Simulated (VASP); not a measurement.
# CaO (Fm-3m) in VASP: further runs, part 3 of 3

VASP 6.6.1. Earlier steps stand in the parts before.

### Step 5. Relaxation of cell and atoms, PBEsol, target pressure 20 GPa, at which the enthalpy is minimised

Contents of INCAR:

```
SYSTEM = CaO
  PREC = Accurate
  ENCUT = 600
  EDIFF = 1E-7
  ISMEAR = -1
  SIGMA = 0.05
  LREAL = .FALSE.
  LASPH = .TRUE.
  NELM = 100
  ALGO = Normal
  ISIF = 3
  LWAVE = .FALSE.
  LCHARG = .FALSE.
  GGA = PS
  IBRION = 2
  NSW = 80
  EDIFFG = -0.01
  PSTRESS = 200.0
```

Contents of KPOINTS:

```
regular mesh
0
G
  10 10 10
  0 0 0
```

Contents of POSCAR:

```
CaO
1.0
    0.0000000000      2.4035556960      2.4035556960
    2.4035556960      0.0000000000      2.4035556960
    2.4035556960      2.4035556960      0.0000000000
Ca O
1 1
Direct
    0.0000000000      0.0000000000      0.0000000000
    0.5000000000      0.5000000000      0.5000000000
```

Potentials or basis: VASP PAW PBE potentials, release 64 (Ca_sv, O).

Started as:

```bash
$ cat potpaw_PBE.64/Ca_sv/POTCAR potpaw_PBE.64/O/POTCAR > POTCAR
$ mpirun -np 1 vasp_std > vasp.out
```

OUTCAR:

```text
SYSTEM = CaO
   PREC = Accurate
   ENCUT = 600
   EDIFF = 1E-7
   ISMEAR = -1
   LREAL = .FALSE.
   LASPH = .TRUE.
   NELM = 100
   ISIF = 3
   GGA = PS
   IBRION = 2
   NSW = 80
   EDIFFG = -0.01
   PSTRESS = 200.0

 ion  position               nearest neighbor table
   1  0.000  0.000  0.000-   2 2.40   2 2.40   2 2.40   2 2.40   2 2.40   2 2.40
   2  0.500  0.500  0.500-   1 2.40   1 2.40   1 2.40   1 2.40   1 2.40   1 2.40

  LATTYP: Found a face centered cubic cell.
 ALAT       =     4.8071113920

  Lattice vectors:

 A1 = (   0.0000000000,   2.4035556960,   2.4035556960)
 A2 = (   2.4035556960,   0.0000000000,   2.4035556960)
 A3 = (   2.4035556960,   2.4035556960,   0.0000000000)

Analysis of symmetry for initial positions (statically):
=====================================================================
 Subroutine PRICEL returns:
 Original cell was already a primitive cell.

 Routine SETGRP: Setting up the symmetry group for a
 face centered cubic supercell.

 Subroutine GETGRP returns: Found 48 space group operations
 (whereof 48 operations were pure point group operations)
 out of a pool of 48 trial point group operations.

The static configuration has the point symmetry O_h .

Analysis of symmetry for dynamics (positions and initial velocities):
=====================================================================
 Subroutine PRICEL returns:
 Original cell was already a primitive cell.

 Routine SETGRP: Setting up the symmetry group for a
 face centered cubic supercell.

 Subroutine GETGRP returns: Found 48 space group operations
 (whereof 48 operations were pure point group operations)
 out of a pool of 48 trial point group operations.

The dynamic configuration has the point symmetry O_h .

 Subroutine INISYM returns: Found 48 space group operations
 (whereof 48 operations are pure point group operations),
[... 130 lines left out ...]
  volume of cell :       27.77
 maximum number of plane-waves:       941
   NGX = 13   NGY = 13   NGZ = 13

--------------------------------------- Ionic step        1  -------------------------------------------

 number of electron      15.9999997 magnetization

 Free energy of the ion-electron system (eV)
  ---------------------------------------------------
  ext. energy  EPLUGINS =         0.00000000
  ---------------------------------------------------
  free energy    TOTEN  =       -13.41051430 eV

  energy without entropy =      -13.41051430  energy(sigma->0) =      -13.41051430

------------------------ aborting loop because EDIFF is reached ----------------------------------------

  FORCE on cell =-STRESS in cart. coord.  units (eV):
  Direction    XX          YY          ZZ          XY          YZ          ZX
  --------------------------------------------------------------------------------------
  -------------------------------------------------------------------------------------
  Total       -0.3873829     -0.3873829     -0.3873829      0.0000000     -0.0000000      0.0000000
  in kB      -22.3490204    -22.3490204    -22.3490204      0.0000000     -0.0000000      0.0000000
  external PRESSURE =    -222.3490204 kB  Pullay stress =     200.0000000 kB
[... 101 lines left out ...]
--------------------------------------- Ionic step        4  -------------------------------------------

 number of electron      16.0000002 magnetization

 Free energy of the ion-electron system (eV)
  ---------------------------------------------------
  ext. energy  EPLUGINS =         0.00000000
  ---------------------------------------------------
  free energy    TOTEN  =       -13.23238713 eV

  energy without entropy =      -13.23238713  energy(sigma->0) =      -13.23238713

 E-fermi :   4.1061     XC(G=0): -11.4998

 val. band max:        3.1147272663   @ k =   0.0000   0.0000   0.0000
 cond. band min:       6.5236223010   @ k =   0.5000   0.5000   0.0000
 fundamental gap:      3.4088950347
 Fermi energy:         4.1061404047

 k-point     1 :       0.0000    0.0000    0.0000
  band No.  band energies     occupation
      1     -33.7249      2.00000
      2     -14.4133      2.00000
      3     -14.4133      2.00000
      4     -14.4133      2.00000
      5     -12.6219      2.00000
      6       3.1147      2.00000
      7       3.1147      2.00000
      8       3.1147      2.00000
      9       8.9863      0.00000
     10       9.6214      0.00000
     11       9.6214      0.00000
     12       9.6214      0.00000
[... 331 lines left out ...]
 k-point    24 :       0.4000    0.3000    0.0000
  band No.  band energies     occupation
      1     -33.5098      2.00000
      2     -15.6043      2.00000
      3     -14.7542      2.00000
      4     -14.7032      2.00000
      5     -11.8027      2.00000
      6       1.3117      2.00000
      7       2.5279      2.00000
      8       2.6414      2.00000
      9       7.3267      0.00000
     10      11.9037      0.00000
     11      12.7639      0.00000
     12      12.9444      0.00000

 [... further k-points ...]

------------------------ aborting loop because EDIFF is reached ----------------------------------------

  FORCE on cell =-STRESS in cart. coord.  units (eV):
  Direction    XX          YY          ZZ          XY          YZ          ZX
  --------------------------------------------------------------------------------------
  -------------------------------------------------------------------------------------
  Total        2.9675162      2.9675162      2.9675162     -0.0000000      0.0000000      0.0000000
  in kB      198.8310037    198.8310037    198.8310037     -0.0000000      0.0000000      0.0000000
  external PRESSURE =      -1.1689963 kB  Pullay stress =     200.0000000 kB
[... 21 lines left out ...]
  energy  without entropy=      -13.2323871334  energy(sigma->0) =      -13.23238713

  enthalpy is  TOTEN    =       -10.2474239278 eV   P V=        2.9849632056

 reached required accuracy - stopping structural energy minimisation
```

Wall time 47 s (1 thread of AMD EPYC 9R14 (Zen 4), shared host); peak memory 0.15 GiB.

Results:

```yaml
Free_energy: -13.2324 eV
Relaxed_volume: 11.96 Å³/atom
Relaxed_cell: a = 3.234 Å, b = 3.234 Å, c = 3.234 Å, α = 60.00°, β = 60.00°, γ = 60.00°
Space_group_after_relaxing_to_0.05_Å: Fm-3m (No. 225)
Energy_change_on_relaxing_the_enthalpy_is_what_falls: +89.1 meV/atom
Ionic_steps: 4
Pressure_after_relaxing: 19.9 GPa
Band_gap_on_the_k_mesh: 3.41 eV, indirect (least direct gap 3.73 eV)
```

Step by step:
| step | energy change (eV) | largest force (eV/Å) | pressure (GPa) | volume (Å³) |
| --- | --- | --- | --- | --- |
| 1 | 0.0000 | 0.0000 | -2.23 | 27.77 |
| 2 | 0.9065 | 0.0000 | 57.56 | 20.72 |
| 3 | 0.1687 | 0.0000 | 19.25 | 23.99 |
| 4 | 0.1781 | 0.0000 | 19.88 | 23.91 |

Final structure:
```
CELL_PARAMETERS angstrom
0.00000 2.28663 2.28663
2.28663 0.00000 2.28663
2.28663 2.28663 0.00000
ATOMIC_POSITIONS crystal
Ca 0.00000 0.00000 0.00000
O 0.50000 0.50000 0.50000
```

Caveat: the cell is relaxed towards a set pressure, so the enthalpy falls and the energy may rise; the PAW data sets were made with another functional, which shifts forces and pressure a little.

### Step 6. Overview

| cell | gap on the mesh (eV) | pressure (GPa) |
| --- | --- | --- |
| relaxed | 3.53 | 0.0 |
| relaxed to 5 GPa | 3.50 | 5.0 |
| relaxed to 10 GPa | 3.47 | 9.9 |
| relaxed to 20 GPa | 3.41 | 19.9 |

Alike in all rows: task relaxation of cell and atoms; level PBEsol; potentials or basis VASP PAW PBE potentials, release 64 (Ca_sv, O); no spin polarisation; k mesh 10 × 10 × 10; cutoff (eV) 600; smearing fermi-dirac 0.05 eV.

Caveats: the PAW data sets were made with another functional, which shifts forces and pressure a little; the cell is relaxed towards a set pressure, so the enthalpy falls and the energy may rise (some runs).

Total energies depend on the potentials used, so only differences within one code and one set of settings carry meaning.
